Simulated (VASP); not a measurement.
# Tl (P6_3/mmc) in VASP: a series of runs

Runs on Tl. Level: LDA. Tasks: single point.

All numbers are computed with VASP 6.6.1; they aren't measurements. Logs are shortened: lines on timing, memory, paths and dates and some standing lists are left out, and cuts for length are marked.

### Step 1. The cell of the first run

It takes space group P6_3/mmc (No. 194, hexagonal). The conventional cell has a = 3.456 Å, b = 3.456 Å, c = 5.636 Å, α = 90.00°, β = 90.00°, γ = 120.00°. Within 4.5 Å of Tl (site symmetry -6m2) lie 12 Tl at 3.45 to 3.46 Å.

### Step 2. Single point, LDA (zz strain of +2 %)

INCAR

```
SYSTEM = Tl
  PREC = Accurate
  ENCUT = 520
  EDIFF = 1E-6
  ISMEAR = -1
  SIGMA = 0.05
  LREAL = .FALSE.
  LASPH = .TRUE.
  NELM = 100
  ALGO = Normal
  ISIF = 2
  LWAVE = .FALSE.
  LCHARG = .FALSE.
  GGA = CA
  NBANDS = 20
```

KPOINTS

```
Automatic mesh
0
G
  11 11 6
  0 0 0
```

POSCAR

```
Tl
1.0
    3.4559983565      0.0000000000      0.0000000000
   -1.7279991783      2.9929823722      0.0000000000
    0.0000000000      0.0000000000      5.6355000000
Tl
2
Direct
    0.3333333333      0.6666666667      0.2500000000
    0.6666666667      0.3333333333      0.7500000000
```

Potentials or basis: VASP PAW LDA potentials, release 64 (Tl_d).

The run is started by

```sh
cat potpaw_LDA.64/Tl_d/POTCAR > POTCAR
mpirun -np 1 vasp_std > vasp.out
```

OUTCAR:

```text
SYSTEM = Tl
   PREC = Accurate
   ENCUT = 520
   EDIFF = 1E-6
   ISMEAR = -1
   LREAL = .FALSE.
   LASPH = .TRUE.
   NELM = 100
   ISIF = 2
   GGA = CA

 ion  position               nearest neighbor table
   1  0.333  0.667  0.250-   2 3.45   2 3.45   2 3.45   2 3.45   2 3.45   2 3.45
   2  0.667  0.333  0.750-   1 3.45   1 3.45   1 3.45   1 3.45   1 3.45   1 3.45

  LATTYP: Found a hexagonal cell.
 ALAT       =     3.4559983565
 C/A-ratio  =     1.6306431366

  Lattice vectors:

 A1 = (   3.4559983565,   0.0000000000,   0.0000000000)
 A2 = (  -1.7279991783,   2.9929823722,   0.0000000000)
 A3 = (   0.0000000000,   0.0000000000,   5.6355000000)

Analysis of symmetry for initial positions (statically):
=====================================================================
 Subroutine PRICEL returns:
 Original cell was already a primitive cell.

 Routine SETGRP: Setting up the symmetry group for a
 hexagonal supercell.

 Subroutine GETGRP returns: Found 24 space group operations
 (whereof 12 operations were pure point group operations)
 out of a pool of 24 trial point group operations.

The static configuration has the point symmetry D_3d.
 The point group associated with its full space group is D_6h.

Analysis of symmetry for dynamics (positions and initial velocities):
=====================================================================
 Subroutine PRICEL returns:
 Original cell was already a primitive cell.

 Routine SETGRP: Setting up the symmetry group for a
 hexagonal supercell.

 Subroutine GETGRP returns: Found 24 space group operations
 (whereof 12 operations were pure point group operations)
 out of a pool of 24 trial point group operations.

The dynamic configuration has the point symmetry D_3d.
 The point group associated with its full space group is D_6h.

 Subroutine INISYM returns: Found 24 space group operations
 (whereof 12 operations are pure point group operations),
 and found     1 'primitive' translations

----------------------------------------------------------------------------------------

                                     Primitive cell

  volume of cell :      58.2922

  direct lattice vectors                    reciprocal lattice vectors
     3.455998356  0.000000000  0.000000000     0.289351989  0.167057449  0.000000000
    -1.727999178  2.992982372  0.000000000     0.000000000  0.334114898  0.000000000
     0.000000000  0.000000000  5.635500000     0.000000000  0.000000000  0.177446544

  length of vectors
     3.455998356  3.455998357  5.635500000     0.334114898  0.334114898  0.177446544

  position of ions in fractional coordinates (direct lattice)
     0.333333333  0.666666667  0.250000000
     0.666666667  0.333333333  0.750000000

  ion indices of the primitive-cell ions
   primitive index   ion index
                 1           1
                 2           2

----------------------------------------------------------------------------------------

 KPOINTS: Automatic mesh

Automatic generation of k-mesh.
 Grid dimensions read from file:
 generate k-points for:   11   11    6

 Generating k-lattice:

  Cartesian coordinates                     Fractional coordinates (reciprocal lattice)
     0.026304726  0.015187041  0.000000000     0.090909091  0.000000000  0.000000000
     0.000000000  0.030374082  0.000000000     0.000000000  0.090909091  0.000000000
     0.000000000  0.000000000  0.029574424     0.000000000  0.000000000  0.166666667

  Length of vectors
     0.030374082  0.030374082  0.029574424

  Shift w.r.t. Gamma in fractional coordinates (k-lattice)
     0.000000000  0.000000000  0.000000000

 Subroutine IBZKPT returns following result:
 ===========================================

 Found     64 irreducible k-points:

 Following reciprocal coordinates:
            Coordinates               Weight
  0.000000  0.000000  0.000000      1.000000
  0.090909  0.000000  0.000000      6.000000
  0.181818  0.000000  0.000000      6.000000
  0.272727  0.000000  0.000000      6.000000
  0.363636  0.000000  0.000000      6.000000
  0.454545  0.000000  0.000000      6.000000
[... 16 lines left out ...]
  0.090909  0.090909  0.166667     12.000000
  0.181818  0.090909  0.166667     24.000000
 [... further k-points ...]
   k-points           NKPTS =     64   k-points in BZ     NKDIM =     64   number of bands    NBANDS=     20
   number of dos      NEDOS =    301   number of ions     NIONS =      2
   total plane-waves  NPLWV =  32928
   dimension x,y,z NGX =    28 NGY =   28 NGZ =   42
   dimension x,y,z NGXF=    56 NGYF=   56 NGZF=   84
   ions per type =               2
   NGX,Y,Z   is equivalent  to a cutoff of  13.47, 13.47, 12.39 a.u.
   NGXF,Y,Z  is equivalent  to a cutoff of  26.94, 26.94, 24.78 a.u.
 SYSTEM =  Tl
   PREC   = accura    normal or accurate (medium, high low for compatibility)
   ISTART =      0    job   : 0-new  1-cont  2-samecut
   ICHARG =      2    charge: 1-file 2-atom 10-const
   ISPIN  =      1    spin polarized calculation?
   LNONCOLLINEAR =      F non collinear calculations
   LSORBIT =      F    spin-orbit coupling
   LASPH  =      T    aspherical Exc in radial PAW
   ENCUT  =  520.0 eV  38.22 Ry    6.18 a.u.   6.43  6.43 10.48*2*pi/ulx,y,z
   NELM   =    100;   NELMIN=  2; NELMDL= -5     # of ELM steps
   EDIFF  = 0.1E-05   stopping-criterion for ELM
   LREAL  =      F    real-space projection
   EDIFFG = 0.1E-04   stopping-criterion for IOM
   NSW    =      0    number of steps for IOM
   IBRION =     -1    ionic relax: 0-MD 1-quasi-New 2-CG
   NFREE  =      0    steps in history (QN), initial steepest desc. (CG)
   ISIF   =      2    stress and relaxation
   ISYM   =      2    0-nonsym 1-usesym 2-fastsym
   POTIM  = 0.5000    time-step for ionic-motion
   TEBEG  =    0.0;   TEEND  =   0.0 temperature during run
   PSTRESS=    0.0 pullay stress
   NELECT =      26.0000    total number of electrons
   NUPDOWN=      -1.0000    fix difference up-down
   EMIN   =  10.00;   EMAX   =-10.00  energy-range for DOS
   EFERMI =   0.00;   METHOD = LEGACY
   ISMEAR =    -1;   SIGMA  =   0.05  broadening in eV -4-tet -1-fermi 0-gaus
   EFERMI_NEDOS =   21; number of points for ismear=-14 and -15
   IALGO  =     38    algorithm
   IMIX   =      4    mixing-type and parameters
     AMIX     =   0.40;   BMIX     =  1.00
     AMIX_MAG =   1.60;   BMIX_MAG =  1.00
  volume/ion in A,a.u.               =      29.15       196.69
  Fermi-wavevector in a.u.,A,eV,Ry     =   1.250823  2.363713 21.287110  1.564558
  Thomas-Fermi vector in A             =   2.384799
   LORBIT       =      0    0 simple, 1 ext, 2 COOP (PROOUT), +10 PAW based schemes
   GGA     = CA    functional components
   LHFCALC =     F    Hartree Fock is set to
   AEXX    =    0.0000 exact exchange contribution
   IVDW    =     0    specifies the selected vdW correction
   LEPSILON=     F    determine dielectric tensor
   LRPA    =     F    only Hartree local field effects (RPA)
 non-spin polarized calculation
  energy-cutoff  :      520.00
  volume of cell :       58.29
 maximum number of plane-waves:      1595
 NGX is ok and might be reduce to    28
   NGX = 13   NGY = 13   NGZ = 21

 number of electron      26.0000004 magnetization

 Free energy of the ion-electron system (eV)
  ---------------------------------------------------
  ext. energy  EPLUGINS =         0.00000000
  ---------------------------------------------------
  free energy    TOTEN  =        -5.84918218 eV

  energy without entropy =       -5.84147253  energy(sigma->0) =       -5.84532735

 E-fermi :   6.0515     XC(G=0): -10.4112

 val. band max:        6.0449716926   @ k =   0.3636   0.0000   0.0000
 cond. band min:       6.0969830745   @ k =   0.2727   0.1818   0.5000
 fundamental gap:      0.0520113819
 Fermi energy:         6.0515290892

 k-point     1 :       0.0000    0.0000    0.0000
  band No.  band energies     occupation
      1      -5.6373      2.00000
      2      -5.4402      2.00000
      3      -5.4018      2.00000
      4      -5.4018      2.00000
      5      -5.3542      2.00000
      6      -5.3542      2.00000
[... 12 lines left out ...]
     19      16.5085      0.00000
     20      17.0342      0.00000

 k-point     2 :       0.0909    0.0000    0.0000
  band No.  band energies     occupation
      1      -5.6096      2.00000
      2      -5.4578      2.00000
      3      -5.3762      2.00000
      4      -5.3664      2.00000
      5      -5.3554      2.00000
      6      -5.3210      2.00000
[... 12 lines left out ...]
     19      16.9323      0.00000
     20      17.7238      0.00000

 k-point     3 :       0.1818    0.0000    0.0000
  band No.  band energies     occupation
      1      -5.5948      2.00000
      2      -5.4499      2.00000
      3      -5.3842      2.00000
      4      -5.3472      2.00000
      5      -5.3173      2.00000
      6      -5.2880      2.00000
[... 12 lines left out ...]
     19      16.1650      0.00000
     20      17.6141      0.00000

 k-point     4 :       0.2727    0.0000    0.0000
  band No.  band energies     occupation
      1      -5.6521      2.00000
      2      -5.4614      2.00000
      3      -5.4410      2.00000
      4      -5.3625      2.00000
      5      -5.3357      2.00000
      6      -5.1764      2.00000
[... 12 lines left out ...]
     19      15.3350      0.00000
     20      16.8758      0.00000

 k-point     5 :       0.3636    0.0000    0.0000
  band No.  band energies     occupation
      1      -5.7151      2.00000
      2      -5.5345      2.00000
      3      -5.5095      2.00000
      4      -5.4009      2.00000
      5      -5.2650      2.00000
      6      -5.2107      2.00000
[... 12 lines left out ...]
     19      14.5848      0.00000
     20      16.2631      0.00000
[... 353 lines left out ...]
      6      -5.2098      2.00000
[... 12 lines left out ...]
     19      14.6759      0.00000
     20      15.8263      0.00000

 k-point    22 :       0.4545    0.0000    0.1667
  band No.  band energies     occupation
      1      -5.7341      2.00000
      2      -5.6391      2.00000
      3      -5.5189      2.00000
      4      -5.3924      2.00000
      5      -5.3324      2.00000
      6      -5.1732      2.00000
[... 12 lines left out ...]
     19      14.4819      0.00000
     20      15.5727      0.00000

 k-point    23 :       0.0909    0.0909    0.1667
  band No.  band energies     occupation
      1      -5.5608      2.00000
      2      -5.4742      2.00000
      3      -5.4037      2.00000
      4      -5.3697      2.00000
      5      -5.3365      2.00000
      6      -5.2959      2.00000
[... 12 lines left out ...]
     19      16.4221      0.00000
     20      17.2463      0.00000

 k-point    24 :       0.1818    0.0909    0.1667
  band No.  band energies     occupation
      1      -5.5752      2.00000
      2      -5.4762      2.00000
      3      -5.4246      2.00000
      4      -5.3582      2.00000
      5      -5.3500      2.00000
      6      -5.2336      2.00000
[... 12 lines left out ...]
     19      16.2340      0.00000
     20      17.0152      0.00000

 [... further k-points ...]

------------------------ aborting loop because EDIFF is reached ----------------------------------------

  FORCE on cell =-STRESS in cart. coord.  units (eV):
  Direction    XX          YY          ZZ          XY          YZ          ZX
  --------------------------------------------------------------------------------------
  -------------------------------------------------------------------------------------
  Total       -0.7938629     -0.7938629     -1.0556210      0.0000000      0.0000000      0.0000000
  in kB      -21.8195568    -21.8195568    -29.0140562      0.0000000      0.0000000      0.0000000
  external PRESSURE =     -24.2177233 kB  Pullay stress =       0.0000000 kB

 VOLUME and BASIS-vectors are now :
 -----------------------------------------------------------------------------
  energy-cutoff  :      520.00
  volume of cell :       58.29
      direct lattice vectors                 reciprocal lattice vectors
     3.455998356  0.000000000  0.000000000     0.289351989  0.167057449  0.000000000
    -1.727999178  2.992982372  0.000000000     0.000000000  0.334114898  0.000000000
     0.000000000  0.000000000  5.635500000     0.000000000  0.000000000  0.177446544

 POSITION                                       TOTAL-FORCE (eV/Angst)
 -----------------------------------------------------------------------------------
     -0.00000      1.99532      1.40888        -0.000000      0.000000      0.000000
      1.72800      0.99766      4.22663         0.000000     -0.000000      0.000000
 -----------------------------------------------------------------------------------
    total drift:                               -0.000000      0.000000     -0.000000

  FREE ENERGIE OF THE ION-ELECTRON SYSTEM (eV)
  ---------------------------------------------------
  free  energy   TOTEN  =        -5.8491821800 eV

  energy  without entropy=       -5.8414725289  energy(sigma->0) =       -5.84532735
```

Run time: 63 s. Hardware: 1 thread of Intel Xeon 8259CL, shared host; peak memory 0.19 GiB.

What came out:

```
Free energy            : -5.8492 eV
Pressure               : -2.4 GPa
Band gap on the k mesh : zero (bands 13 and 14 overlap by 5.29 eV)
```

Stress tensor (GPa, compression positive):
```
-2.18  0.00  0.00
 0.00 -2.18  0.00
 0.00  0.00 -2.90
```

Levels at points of the mesh, in eV from the Fermi level:
| k point | band 10 | band 11 | band 12 | band 13 | band 14 | band 15 | band 16 | band 17 |
| --- | --- | --- | --- | --- | --- | --- | --- | --- |
| (0.00, 0.00, 0.00) | -11.01 | -9.90 | -5.29 | -2.81 | 8.06 | 8.06 | 10.05 | 10.05 |
| (0.00, 0.00, 0.50) | -11.12 | -8.53 | -8.53 | 3.03 | 3.03 | 8.99 | 8.99 | 8.99 |

Caveat: the cell differs from its parent crystal (zz strain of +2 %); spin-orbit coupling is left out, which moves the levels of the heavy elements.

### Step 3. Single point, LDA (equal xx and yy strain of +1 %)

INCAR

```
PREC = Accurate
ENCUT = 520
EDIFF = 1E-6
ISMEAR = -1
SIGMA = 0.05
LREAL = F
LASPH = T
NELM = 60
ALGO = Normal
ISIF = 2
LWAVE = F
LCHARG = F
GGA = CA
NBANDS = 20
```

KPOINTS

```
regular mesh
0
Gamma
  11 11 6
```

POSCAR

```
Tl
1.0
    3.4905583401      0.0000000000      0.0000000000
   -1.7452791701      3.0229121959      0.0000000000
    0.0000000000      0.0000000000      5.5250000000
Tl
2
Direct
    0.3333333333      0.6666666667      0.2500000000
    0.6666666667      0.3333333333      0.7500000000
```

Potentials or basis: VASP PAW LDA potentials, release 64 (Tl_d).

The run is started by

```sh
cat potpaw_LDA.64/Tl_d/POTCAR > POTCAR
mpirun -np 1 vasp_std > vasp.out
```

Wall time 57 s (1 thread of Intel Xeon 8259CL, shared host); peak memory 0.19 GiB.

It converged, with:

- Free energy: -5.8512 eV
- Pressure: -2.3 GPa
- Band gap on the k mesh: zero (bands 13 and 14 overlap by 5.60 eV)

Levels at points of the mesh, in eV from the Fermi level:
```
           k point  band 10  band 11  band 12  band 13  band 14  band 15  band 16  band 17
(0.00, 0.00, 0.00)   -10.98    -9.88    -4.98    -2.68     7.72     7.72     9.80     9.80
(0.00, 0.00, 0.50)   -11.09    -8.45    -8.45     3.47     3.47     8.70     8.70     8.70
```

Caveat: the cell differs from its parent crystal (equal xx and yy strain of +1 %); spin-orbit coupling is left out, which moves the levels of the heavy elements.

### Step 4. Single point, LDA (equal xx and yy strain of +2 %)

INCAR

```
SYSTEM = Tl
PREC     = Accurate       ! precision mode
ENCUT    = 520            ! plane-wave cutoff, eV
EDIFF    = 1E-6           ! SCF threshold, eV
ISMEAR   = -1             ! smearing method
SIGMA    = 0.05           ! smearing width, eV
LREAL    = .False.        ! projectors in reciprocal space
LASPH    = .True.         ! aspherical terms in the spheres
NELM     = 60             ! most SCF steps
ALGO     = Normal         ! electronic algorithm
ISIF     = 2              ! what is computed and relaxed
LWAVE    = .False.        ! write WAVECAR
LCHARG   = .False.        ! write CHGCAR
NBANDS   = 20             ! bands
```

KPOINTS

```
regular mesh
0
Gamma
  11 11 6
  0 0 0
```

POSCAR

```
Tl
1.0
    3.5251183236      0.0000000000      0.0000000000
   -1.7625591619      3.0528420196      0.0000000000
    0.0000000000      0.0000000000      5.5250000000
Tl
2
Direct
    0.3333333333      0.6666666667      0.2500000000
    0.6666666667      0.3333333333      0.7500000000
```

The run is started by

```sh
cat potpaw_LDA.64/Tl_d/POTCAR > POTCAR
mpirun -np 1 vasp_std > vasp.out
```

Run time: 67 s. Hardware: 1 thread of Intel Xeon 8259CL, shared host; peak memory 0.19 GiB.

It converged, with:

- Free energy: -5.8331 eV
- Pressure: -2.8 GPa
- Band gap on the k mesh: zero (bands 13 and 14 overlap by 5.57 eV)

Stress tensor (GPa, compression positive):
```
-2.83  0.00  0.00
 0.00 -2.83  0.00
 0.00  0.00 -2.74
```

Levels at points of the mesh, in eV from the Fermi level:
| k point | band 11 | band 12 | band 13 | band 14 | band 15 | band 16 |
| --- | --- | --- | --- | --- | --- | --- |
| (0.00, 0.00, 0.00) | -9.73 | -4.89 | -2.56 | 7.50 | 7.50 | 9.56 |
| (0.00, 0.00, 0.50) | -8.32 | -8.32 | 3.55 | 3.55 | 8.48 | 8.48 |

Caveat: the cell differs from its parent crystal (equal xx and yy strain of +2 %); spin-orbit coupling is left out, which moves the levels of the heavy elements.

### Step 5. Overview

| cell | gap on the mesh (eV) | pressure (GPa) |
| --- | --- | --- |
| a = 3.456, b = 3.456, c = 5.636 Å, angles 90.0, 90.0, 120.0°, 2 atoms | none | -2.4 |
| a = 3.491, b = 3.491, c = 5.525 Å, angles 90.0, 90.0, 120.0°, 2 atoms | none | -2.3 |
| a = 3.525, b = 3.525, c = 5.525 Å, angles 90.0, 90.0, 120.0°, 2 atoms | none | -2.8 |

Alike in all rows: task single point; level LDA; potentials or basis VASP PAW LDA potentials, release 64 (Tl_d); no spin polarisation; k mesh 11 × 11 × 6; cutoff (eV) 520; smearing fermi-dirac 0.05 eV.

Caveats: spin-orbit coupling is left out, which moves the levels of the heavy elements.

Absolute energies hang on the potentials; compare differences alone.
